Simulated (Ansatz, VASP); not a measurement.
# Two plane-wave programs on CoO

```xyz
2
Lattice="0.0000 2.3436 2.3436 2.3436 0.0000 2.3436 2.3436 2.3436 0.0000" Properties=species:S:1:pos:R:3 pbc="T T T"
Co    0.0000    0.0000    0.0000
O     1.1718    1.1718    1.1718
```

Alike in both runs: task single point; functional PBE; k mesh 10 × 10 × 10; occupations gaussian, width 0.026 eV; collinear spin.

|  | VASP | Ansatz |
| --- | --- | --- |
| version | VASP 6.6.1 | Ansatz 0.2.0 |
| potentials or method | VASP PAW PBE potentials, release 64 (Co_sv, O) | Ansatz PAW |
| plane-wave cutoff (eV) | 600 | 420 |
| valence electrons in the cell | 23 | 23 |

|  | VASP | Ansatz | Ansatz less VASP |
| --- | --- | --- | --- |
| gap on the k mesh at the Fermi level (eV) | none | none | - |
| net moment per atom (μB) | 1.49 | 1.49 | +0.002 |
| size of the moment on the site where the two differ most (μB) | 2.49 | 2.42 | -0.070 |

Site moments also hang on the region over which each program counts them. A gap of «none» marks a metal or a gap that the smearing closes. The functional is the same, so the differences come from potentials, cutoffs and numerics.
